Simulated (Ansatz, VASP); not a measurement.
# Sb in VASP and in Ansatz

INCAR

```
SYSTEM = Sb
  PREC = Accurate
  ENCUT = 520
  EDIFF = 1E-6
  ISMEAR = -1
  SIGMA = 0.05
  LREAL = .False.
  LASPH = .True.
  NELM = 60
  ALGO = Normal
  ISIF = 2
  LWAVE = .False.
  LCHARG = .False.
  GGA = PE
  NBANDS = 8
```

The input KPOINTS:

```
Automatic mesh
0
Gamma
  12 12 12
  0 0 0
```

POSCAR

```
Sb
1.0
    0.0000000000      2.2895297352      2.2895297352
    2.2895297352      0.0000000000      2.2895297352
    2.2895297352      2.2895297352      0.0000000000
Sb
1
Direct
    0.0000000000      0.0000000000      0.0000000000
```

Input for Ansatz:

```yaml
crystal:
  lattice:
    - [0.0, 2.2895297352, 2.2895297352]
    - [2.2895297352, 0.0, 2.2895297352]
    - [2.2895297352, 2.2895297352, 0.0]
  atoms:
    - { symbol: Sb, position: [0.0, 0.0, 0.0] }
kpoints:
  mp_grid: { grid: [12, 12, 12] }
  band_path:
    path:
      - [0.0, 0.0, 0.0]
      - [0.5, 0.0, 0.5]
      - [0.625, 0.25, 0.625]
      - [0.375, 0.375, 0.75]
      - [0.0, 0.0, 0.0]
      - [0.5, 0.5, 0.5]
      - [0.5, 0.25, 0.75]
      - [0.5, 0.0, 0.5]
    npoints: 5
scf:
  occupations: { method: fermi_dirac, width: 0.05 }
hamiltonian:
  xc: pbe
  pseudopotentials: { kind: all_electron, lapw: { basis_error: 0.001 } }
output:
  forces: true
  stress: true
  eigenvalues: true
```

Change from the starting cell: volume scaled by 0.98.

Alike in both runs: task single point; functional PBE; k mesh 12 × 12 × 12; occupations fermi-dirac, width 0.05 eV; no spin polarisation.

```csv
,VASP,Ansatz
version,VASP 6.6.1,Ansatz 0.2.0
potentials or method,"VASP PAW PBE potentials, release 64 (Sb), cutoff 520 eV","all-electron LAPW, scalar-relativistic"
```

|  | VASP | Ansatz | Ansatz less VASP |
| --- | --- | --- | --- |
| pressure (GPa) | 10.5 | 10.7 | +0.13 |

Ansatz ran all-electron here, and VASP with PAW potentials.

Neither program's run includes spin-orbit coupling.
